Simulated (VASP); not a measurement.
# InSb (F-43m) in VASP: further runs

The runs below take InSb through single point, with PBE+D4, revPBE.

Everything below comes from runs of VASP 6.6.1. Logs are shortened: lines on timing, memory, paths and dates and some standing lists are left out, and cuts for length are marked.

**Experimental background.**

“Electronic Structure and Epitaxy of CdTe Shells on InSb Nanowires”, 2021, arxiv:2111.05126 quotes, for a bulk crystal of InSb: band gap 0.24 eV.

How close the calculation comes is told below.

**1. The cell of the first run**

It takes space group F-43m (No. 216, cubic). The conventional cell has a = 6.629 Å, b = 6.629 Å, c = 6.629 Å, α = 90.00°, β = 90.00°, γ = 90.00°. Within 3.8 Å of In (site symmetry -43m) lie 4 Sb at 2.87 Å. Within 3.8 Å of Sb (site symmetry -43m) lie 4 In at 2.87 Å.

**2. Single point, PBE+D4 (volume scaled by 1.04)**

Contents of INCAR:

```
SYSTEM = InSb
  PREC = Accurate
  ENCUT = 520
  EDIFF = 1E-7
  ISMEAR = 0
  SIGMA = 0.05
  LREAL = .False.
  LASPH = .True.
  NELM = 60
  ALGO = Normal
  ISIF = 2
  LWAVE = .False.
  LCHARG = .True.
  GGA = PE
  IVDW = 13
  LELF = .True.
  LVHAR = .True.
  NBANDS = 16
```

Contents of KPOINTS:

```
Automatic mesh
0
Gamma
  6 6 6
  0 0 0
```

Contents of POSCAR:

```
InSb
1.0
    0.0000000000      3.3143349476      3.3143349476
    3.3143349476      0.0000000000      3.3143349476
    3.3143349476      3.3143349476      0.0000000000
In Sb
1 1
Direct
    0.0000000000      0.0000000000      0.0000000000
    0.7500000000      0.7500000000      0.7500000000
```

Potentials or basis: VASP PAW PBE potentials, release 64 (In_d, Sb).

Launch:

```console
$ cat potpaw_PBE.64/In_d/POTCAR potpaw_PBE.64/Sb/POTCAR > POTCAR
$ mpirun -np 1 vasp_std > vasp.out
```

OUTCAR:

```text
SYSTEM = InSb
   PREC = Accurate
   ENCUT = 520
   EDIFF = 1E-7
   ISMEAR = 0
   LREAL = .False.
   LASPH = .True.
   NELM = 60
   ISIF = 2
   GGA = PE
   IVDW = 13

 ion  position               nearest neighbor table
   1  0.000  0.000  0.000-   2 2.87   2 2.87   2 2.87   2 2.87
   2  0.750  0.750  0.750-   1 2.87   1 2.87   1 2.87   1 2.87

  LATTYP: Found a face centered cubic cell.
 ALAT       =     6.6286698952

  Lattice vectors:

 A1 = (   0.0000000000,   3.3143349476,   3.3143349476)
 A2 = (   3.3143349476,   0.0000000000,   3.3143349476)
 A3 = (   3.3143349476,   3.3143349476,   0.0000000000)

Analysis of symmetry for initial positions (statically):
=====================================================================
 Subroutine PRICEL returns:
 Original cell was already a primitive cell.

 Routine SETGRP: Setting up the symmetry group for a
 face centered cubic supercell.

 Subroutine GETGRP returns: Found 24 space group operations
 (whereof 24 operations were pure point group operations)
 out of a pool of 48 trial point group operations.

The static configuration has the point symmetry T_d .

Analysis of symmetry for dynamics (positions and initial velocities):
=====================================================================
 Subroutine PRICEL returns:
 Original cell was already a primitive cell.

 Routine SETGRP: Setting up the symmetry group for a
 face centered cubic supercell.

 Subroutine GETGRP returns: Found 24 space group operations
 (whereof 24 operations were pure point group operations)
 out of a pool of 48 trial point group operations.

The dynamic configuration has the point symmetry T_d .

 Subroutine INISYM returns: Found 24 space group operations
 (whereof 24 operations are pure point group operations),
 and found     1 'primitive' translations

----------------------------------------------------------------------------------------

                                     Primitive cell

  volume of cell :      72.8147

  direct lattice vectors                    reciprocal lattice vectors
     0.000000000  3.314334948  3.314334948    -0.150859828  0.150859828  0.150859828
     3.314334948  0.000000000  3.314334948     0.150859828 -0.150859828  0.150859828
     3.314334948  3.314334948  0.000000000     0.150859828  0.150859828 -0.150859828

  length of vectors
     4.687177433  4.687177433  4.687177433     0.261296887  0.261296887  0.261296887

  position of ions in fractional coordinates (direct lattice)
     0.000000000  0.000000000  0.000000000
     0.750000000  0.750000000  0.750000000

  ion indices of the primitive-cell ions
   primitive index   ion index
                 1           1
                 2           2

----------------------------------------------------------------------------------------

 KPOINTS: Automatic mesh

Automatic generation of k-mesh.
 Grid dimensions read from file:
 generate k-points for:    6    6    6

 Generating k-lattice:

  Cartesian coordinates                     Fractional coordinates (reciprocal lattice)
    -0.025143305  0.025143305  0.025143305     0.166666667  0.000000000  0.000000000
     0.025143305 -0.025143305  0.025143305     0.000000000  0.166666667  0.000000000
     0.025143305  0.025143305 -0.025143305     0.000000000  0.000000000  0.166666667

  Length of vectors
     0.043549481  0.043549481  0.043549481

  Shift w.r.t. Gamma in fractional coordinates (k-lattice)
     0.000000000  0.000000000  0.000000000

 Subroutine IBZKPT returns following result:
 ===========================================

 Found     16 irreducible k-points:

 Following reciprocal coordinates:
            Coordinates               Weight
  0.000000  0.000000  0.000000      1.000000
  0.166667  0.000000  0.000000      8.000000
  0.333333  0.000000  0.000000      8.000000
  0.500000  0.000000  0.000000      4.000000
  0.166667  0.166667  0.000000      6.000000
  0.333333  0.166667  0.000000     24.000000
[... 8 lines left out ...]
 -0.333333  0.333333  0.166667     24.000000
 -0.333333  0.500000  0.166667     12.000000
   k-points           NKPTS =     16   k-points in BZ     NKDIM =     16   number of bands    NBANDS=     16
   number of dos      NEDOS =    301   number of ions     NIONS =      2
   total plane-waves  NPLWV =  46656
   dimension x,y,z NGX =    36 NGY =   36 NGZ =   36
   dimension x,y,z NGXF=    72 NGYF=   72 NGZF=   72
   ions per type =               1   1
   NGX,Y,Z   is equivalent  to a cutoff of  12.77, 12.77, 12.77 a.u.
   NGXF,Y,Z  is equivalent  to a cutoff of  25.54, 25.54, 25.54 a.u.
 SYSTEM =  InSb
   PREC   = accura    normal or accurate (medium, high low for compatibility)
   ISTART =      0    job   : 0-new  1-cont  2-samecut
   ICHARG =      2    charge: 1-file 2-atom 10-const
   ISPIN  =      1    spin polarized calculation?
   LNONCOLLINEAR =      F non collinear calculations
   LSORBIT =      F    spin-orbit coupling
   LASPH  =      T    aspherical Exc in radial PAW
   ENCUT  =  520.0 eV  38.22 Ry    6.18 a.u.   8.72  8.72  8.72*2*pi/ulx,y,z
   NELM   =     60;   NELMIN=  2; NELMDL= -5     # of ELM steps
   EDIFF  = 0.1E-06   stopping-criterion for ELM
   LREAL  =      F    real-space projection
   EDIFFG = 0.1E-05   stopping-criterion for IOM
   NSW    =      0    number of steps for IOM
   IBRION =     -1    ionic relax: 0-MD 1-quasi-New 2-CG
   NFREE  =      0    steps in history (QN), initial steepest desc. (CG)
   ISIF   =      2    stress and relaxation
   ISYM   =      2    0-nonsym 1-usesym 2-fastsym
   POTIM  = 0.5000    time-step for ionic-motion
   TEBEG  =    0.0;   TEEND  =   0.0 temperature during run
   PSTRESS=    0.0 pullay stress
   NELECT =      18.0000    total number of electrons
   NUPDOWN=      -1.0000    fix difference up-down
   EMIN   =  10.00;   EMAX   =-10.00  energy-range for DOS
   EFERMI =   0.00;   METHOD = LEGACY
   ISMEAR =     0;   SIGMA  =   0.05  broadening in eV -4-tet -1-fermi 0-gaus
   EFERMI_NEDOS =   21; number of points for ismear=-14 and -15
   IALGO  =     38    algorithm
   IMIX   =      4    mixing-type and parameters
     AMIX     =   0.40;   BMIX     =  1.00
     AMIX_MAG =   1.60;   BMIX_MAG =  1.00
  volume/ion in A,a.u.               =      36.41       245.69
  Fermi-wavevector in a.u.,A,eV,Ry     =   1.027447  1.941593 14.362944  1.055647
  Thomas-Fermi vector in A             =   2.161392
   LORBIT       =      0    0 simple, 1 ext, 2 COOP (PROOUT), +10 PAW based schemes
   GGA     = PE    functional components
   LHFCALC =     F    Hartree Fock is set to
   AEXX    =    0.0000 exact exchange contribution
   IVDW    =    13    specifies the selected vdW correction
   LEPSILON=     F    determine dielectric tensor
   LRPA    =     F    only Hartree local field effects (RPA)
 non-spin polarized calculation
 Gauss-broadening in eV      SIGMA  =   0.05
  energy-cutoff  :      520.00
  volume of cell :       72.81
 maximum number of plane-waves:      1980
   NGX = 17   NGY = 17   NGZ = 17

 number of electron      18.0000008 magnetization

 Free energy of the ion-electron system (eV)
  ---------------------------------------------------
  ext. energy  EPLUGINS =         0.00000000
  ---------------------------------------------------
  free energy    TOTEN  =        -6.93234345 eV

  energy without entropy =       -6.93198636  energy(sigma->0) =       -6.93216491

 E-fermi :   4.4304     XC(G=0):  -8.3905

 val. band max:        4.4152117013   @ k =   0.0000   0.0000   0.0000
 cond. band min:       4.8359192275   @ k =   0.5000   0.0000   0.0000
 fundamental gap:      0.4207075262
 Fermi energy:         4.4304400329

 k-point     1 :       0.0000    0.0000    0.0000
  band No.  band energies     occupation
      1     -10.0656      2.00000
      2     -10.0656      2.00000
      3     -10.0656      2.00000
      4      -9.9984      2.00000
      5      -9.9984      2.00000
      6      -5.8875      2.00000
[... 8 lines left out ...]
     15      12.5533      0.00000
     16      12.5533      0.00000

 k-point     2 :       0.1667    0.0000    0.0000
  band No.  band energies     occupation
      1     -10.0745      2.00000
      2     -10.0615      2.00000
      3     -10.0615      2.00000
      4      -9.9986      2.00000
      5      -9.9986      2.00000
      6      -5.6635      2.00000
[... 8 lines left out ...]
     15      11.6826      0.00000
     16      11.6826      0.00000

 k-point     3 :       0.3333    0.0000    0.0000
  band No.  band energies     occupation
      1     -10.0920      2.00000
      2     -10.0541      2.00000
      3     -10.0541      2.00000
      4      -9.9979      2.00000
      5      -9.9979      2.00000
      6      -5.0921      2.00000
[... 8 lines left out ...]
     15      12.0512      0.00000
     16      12.0512      0.00000

 k-point     4 :       0.5000    0.0000    0.0000
  band No.  band energies     occupation
      1     -10.1007      2.00000
      2     -10.0511      2.00000
      3     -10.0511      2.00000
      4      -9.9969      2.00000
      5      -9.9969      2.00000
      6      -4.6867      2.00000
[... 8 lines left out ...]
     15      13.4127      0.00000
     16      13.4127      0.00000
[... 172 lines left out ...]
 k-point    14 :       0.5000    0.3333    0.1667
  band No.  band energies     occupation
      1     -10.1083      2.00000
      2     -10.0461      2.00000
      3     -10.0416      2.00000
      4     -10.0045      2.00000
      5      -9.9952      2.00000
      6      -4.6288      2.00000
[... 8 lines left out ...]
     15      13.0086      0.00000
     16      14.3731      0.00000

 k-point    15 :      -0.3333    0.3333    0.1667
  band No.  band energies     occupation
      1     -10.1123      2.00000
      2     -10.0454      2.00000
      3     -10.0380      2.00000
      4     -10.0034      2.00000
      5      -9.9966      2.00000
      6      -4.2979      2.00000
[... 8 lines left out ...]
     15      13.7794      0.00000
     16      14.1870      0.00000

 k-point    16 :      -0.3333    0.5000    0.1667
  band No.  band energies     occupation
      1     -10.1193      2.00000
      2     -10.0404      2.00000
      3     -10.0333      2.00000
      4     -10.0076      2.00000
      5      -9.9945      2.00000
      6      -4.1369      2.00000
[... 8 lines left out ...]
     15      13.8618      0.00000
     16      14.6111      0.00000

------------------------ aborting loop because EDIFF is reached ----------------------------------------

  DFT-D4 for vdW energy calculation

  Edisp (eV):   -0.66589

  FORCE on cell =-STRESS in cart. coord.  units (eV):
  Direction    XX          YY          ZZ          XY          YZ          ZX
  --------------------------------------------------------------------------------------
  -------------------------------------------------------------------------------------
  Total      -0.68784    -0.68784    -0.68784     0.00000     0.00000     0.00000
  in kB     -15.13492   -15.13492   -15.13492     0.00000     0.00000     0.00000
  external pressure =      -15.13 kB  Pullay stress =        0.00 kB

 VOLUME and BASIS-vectors are now :
 -----------------------------------------------------------------------------
  energy-cutoff  :      520.00
  volume of cell :       72.81
      direct lattice vectors                 reciprocal lattice vectors
     0.000000000  3.314334948  3.314334948    -0.150859828  0.150859828  0.150859828
     3.314334948  0.000000000  3.314334948     0.150859828 -0.150859828  0.150859828
     3.314334948  3.314334948  0.000000000     0.150859828  0.150859828 -0.150859828

 POSITION                                       TOTAL-FORCE (eV/Angst)
 -----------------------------------------------------------------------------------
      0.00000      0.00000      0.00000        -0.000000     -0.000000     -0.000000
      4.97150      4.97150      4.97150         0.000000      0.000000      0.000000
 -----------------------------------------------------------------------------------
    total drift:                                0.000000      0.000000      0.000000

  FREE ENERGIE OF THE ION-ELECTRON SYSTEM (eV)
  ---------------------------------------------------
  free  energy   TOTEN  =        -7.5982294947 eV

  energy  without entropy=       -7.5978724060  energy(sigma->0) =       -7.59805095
```

Run time: 52 s. Hardware: 1 thread of AMD EPYC 7R13 (Zen 3), shared host; peak memory 0.18 GiB.

Results:

* Free energy: -7.5982 eV
* Pressure: -1.5 GPa
* Band gap on the k mesh: zero (filled and empty bands touch)
* Dispersion energy per atom: -0.333 eV

Levels at points of the mesh, in eV from the Fermi level:
| k point | band 6 | band 7 | band 8 | band 9 | band 10 | band 11 | band 12 | band 13 |
| --- | --- | --- | --- | --- | --- | --- | --- | --- |
| (0.00, 0.00, 0.00) | -10.32 | -0.59 | -0.02 | -0.02 | -0.02 | 2.95 | 2.95 | 2.95 |
| (0.50, 0.00, 0.00) | -9.12 | -5.33 | -0.92 | -0.92 | 0.41 | 3.78 | 3.78 | 6.10 |
| (0.50, 0.50, 0.00) | -8.59 | -5.65 | -2.06 | -2.06 | 1.34 | 1.44 | 7.73 | 7.73 |

Caveat: the cell differs from its parent crystal (volume scaled by 1.04); spin-orbit coupling is left out, which moves the levels of the heavy elements; pairwise dispersion overbinds metals, which lowers pressure and volume.

**3. Single point, revPBE**

This run uses another cell than the first one, of 37.54 Å³/atom, 1.031 times its volume.

Contents of INCAR:

```
SYSTEM = InSb
PREC = Accurate ; ENCUT = 520
EDIFF = 1E-6 ; ISMEAR = 0
SIGMA = 0.05 ; LREAL = .FALSE.
LASPH = .TRUE. ; NELM = 100
ALGO = Normal ; ISIF = 2
LWAVE = .FALSE. ; LCHARG = .FALSE.
GGA = RE ; NBANDS = 16
```

Contents of KPOINTS:

```
Automatic mesh
0
G
  6 6 6
  0 0 0
```

Contents of POSCAR:

```
InSb
1.0
    0.0000000000      3.3482943497      3.3482943497
    3.3482943497      0.0000000000      3.3482943497
    3.3482943497      3.3482943497      0.0000000000
In Sb
1 1
Direct
    0.0000000000      0.0000000000      0.0000000000
    0.7500000000      0.7500000000      0.7500000000
```

Potentials or basis: VASP PAW PBE potentials, release 64 (In_d, Sb).

Launch:

```console
$ cat potpaw_PBE.64/In_d/POTCAR potpaw_PBE.64/Sb/POTCAR > POTCAR
$ mpirun -np 1 vasp_std > vasp.out
```

Wall time 38 s (1 thread of AMD EPYC 7R13 (Zen 3), shared host); peak memory 0.18 GiB.

It converged, with:

```
Free energy            : -6.3732 eV
Pressure               : 0.0 GPa
Band gap on the k mesh : zero (filled and empty bands touch)
```

Levels at points of the mesh, in eV from the Fermi level:
```tsv
k point	band 6	band 7	band 8	band 9	band 10	band 11	band 12	band 13
(0.00, 0.00, 0.00)	-10.12	-0.69	-0.02	-0.02	-0.02	2.97	2.97	2.97
(0.50, 0.00, 0.00)	-8.99	-5.18	-0.88	-0.88	0.42	3.80	3.80	6.25
(0.50, 0.50, 0.00)	-8.50	-5.51	-1.96	-1.96	1.41	1.58	7.59	7.59
```

Caveat: the PAW data sets were made with another functional, which shifts forces and pressure a little; spin-orbit coupling is left out, which moves the levels of the heavy elements.

**4. Single point, revPBE (volume scaled by 1.02)**

Contents of INCAR:

```
SYSTEM = InSb
PREC     = Accurate       ! precision mode
ENCUT    = 520            ! plane-wave cutoff, eV
EDIFF    = 1E-6           ! SCF threshold, eV
ISMEAR   = 0              ! smearing method
SIGMA    = 0.05           ! smearing width, eV
LREAL    = .FALSE.        ! projectors in reciprocal space
LASPH    = .TRUE.         ! aspherical terms in the spheres
NELM     = 60             ! most SCF steps
ALGO     = Normal         ! electronic algorithm
ISIF     = 2              ! what is computed and relaxed
LWAVE    = .FALSE.        ! write WAVECAR
LCHARG   = .FALSE.        ! write CHGCAR
GGA      = RE             ! functional
NBANDS   = 16             ! bands
```

Contents of KPOINTS:

```
regular mesh
0
G
  6 6 6
  0 0 0
```

Contents of POSCAR:

```
InSb
1.0
    0.0000000000      3.3704691307      3.3704691307
    3.3704691307      0.0000000000      3.3704691307
    3.3704691307      3.3704691307      0.0000000000
In Sb
1 1
Direct
    0.0000000000      0.0000000000      0.0000000000
    0.7500000000      0.7500000000      0.7500000000
```

Launch:

```console
$ cat potpaw_PBE.64/In_d/POTCAR potpaw_PBE.64/Sb/POTCAR > POTCAR
$ mpirun -np 1 vasp_std > vasp.out
```

Wall time 38 s (1 thread of AMD EPYC 7R13 (Zen 3), shared host); peak memory 0.18 GiB.

It converged, with:

| Item | Value |
| --- | --- |
| Free energy | -6.3703 eV |
| Pressure | -0.6 GPa |
| Band gap on the k mesh | zero (filled and empty bands touch) |

Levels at points of the mesh, in eV from the Fermi level:
```csv
k point,band 5,band 6,band 7,band 8,band 9,band 10,band 11,band 12,band 13,band 14
"(0.00, 0.00, 0.00)",-14.39,-10.01,-0.79,-0.02,-0.02,-0.02,2.97,2.97,2.97,5.79
"(0.50, 0.00, 0.00)",-14.38,-8.93,-5.10,-0.85,-0.85,0.39,3.79,3.79,6.24,7.72
"(0.50, 0.50, 0.00)",-14.38,-8.46,-5.43,-1.90,-1.90,1.41,1.61,7.47,7.47,8.16
```

Caveat: the cell differs from its parent crystal (volume scaled by 1.02); the PAW data sets were made with another functional, which shifts forces and pressure a little; spin-orbit coupling is left out, which moves the levels of the heavy elements.

**5. Single point, revPBE (volume scaled by 1.04)**

Contents of INCAR:

```
ALGO = Normal
EDIFF = 1E-6
ENCUT = 520
GGA = RE
ISIF = 2
ISMEAR = 0
LASPH = True
LCHARG = False
LREAL = False
LWAVE = False
NBANDS = 16
NELM = 100
PREC = Accurate
SIGMA = 0.05
```

Contents of KPOINTS:

```
k-points
0
Gamma
  6 6 6
```

Contents of POSCAR:

```
InSb
1.0
    0.0000000000      3.3923559072      3.3923559072
    3.3923559072      0.0000000000      3.3923559072
    3.3923559072      3.3923559072      0.0000000000
In Sb
1 1
Direct
    0.0000000000      0.0000000000      0.0000000000
    0.7500000000      0.7500000000      0.7500000000
```

Launch:

```console
$ cat potpaw_PBE.64/In_d/POTCAR potpaw_PBE.64/Sb/POTCAR > POTCAR
$ mpirun -np 1 vasp_std > vasp.out
```

Run time: 33 s. Hardware: 1 thread of AMD EPYC 7R13 (Zen 3), shared host; peak memory 0.18 GiB.

It converged, with:

- Free energy: -6.3617 eV
- Pressure: -1.2 GPa
- Band gap on the k mesh: zero (filled and empty bands touch)

Levels at points of the mesh, in eV from the Fermi level:
| k point | band 5 | band 6 | band 7 | band 8 | band 9 | band 10 | band 11 | band 12 | band 13 | band 14 |
| --- | --- | --- | --- | --- | --- | --- | --- | --- | --- | --- |
| (0.00, 0.00, 0.00) | -14.36 | -9.91 | -0.89 | -0.02 | -0.02 | -0.02 | 2.97 | 2.97 | 2.97 | 5.77 |
| (0.50, 0.00, 0.00) | -14.36 | -8.87 | -5.03 | -0.83 | -0.83 | 0.36 | 3.78 | 3.78 | 6.23 | 7.62 |
| (0.50, 0.50, 0.00) | -14.36 | -8.42 | -5.36 | -1.85 | -1.85 | 1.41 | 1.64 | 7.36 | 7.36 | 8.05 |

Caveat: the cell differs from its parent crystal (volume scaled by 1.04); the PAW data sets were made with another functional, which shifts forces and pressure a little; spin-orbit coupling is left out, which moves the levels of the heavy elements.

**6. Summary**

```csv
level,cell,gap on the mesh (eV),pressure (GPa)
PBE+D4,"a = 4.687 Å, angles 60.0°, 2 atoms",none,-1.5
revPBE,"a = 4.735 Å, angles 60.0°, 2 atoms",none,0.0
revPBE,"a = 4.767 Å, angles 60.0°, 2 atoms",none,-0.6
revPBE,"a = 4.798 Å, angles 60.0°, 2 atoms",none,-1.2
```

Alike in all rows: task single point; potentials or basis VASP PAW PBE potentials, release 64 (In_d, Sb); no spin polarisation; k mesh 6 × 6 × 6; cutoff (eV) 520; smearing gaussian 0.05 eV.

Caveats: spin-orbit coupling is left out, which moves the levels of the heavy elements; the PAW data sets were made with another functional, which shifts forces and pressure a little (some runs); pairwise dispersion overbinds metals, which lowers pressure and volume (some runs).

Total energies depend on the potentials used, so only differences within one code and one set of settings carry meaning.

**7. How close it comes**

Step 3. Against the measured gap of InSb, 0.24 eV (quoted in “Electronic Structure and Epitaxy of CdTe Shells on InSb Nanowires”, 2021, arxiv:2111.05126), the calculated 0.00 eV is off by -0.24 eV. Spin-orbit coupling on In, Sb is left out. The value is that of revPBE on a finite k mesh, which can miss the band edges, without temperature or zero-point motion. Semilocal functionals fall short of measured gaps as a rule.
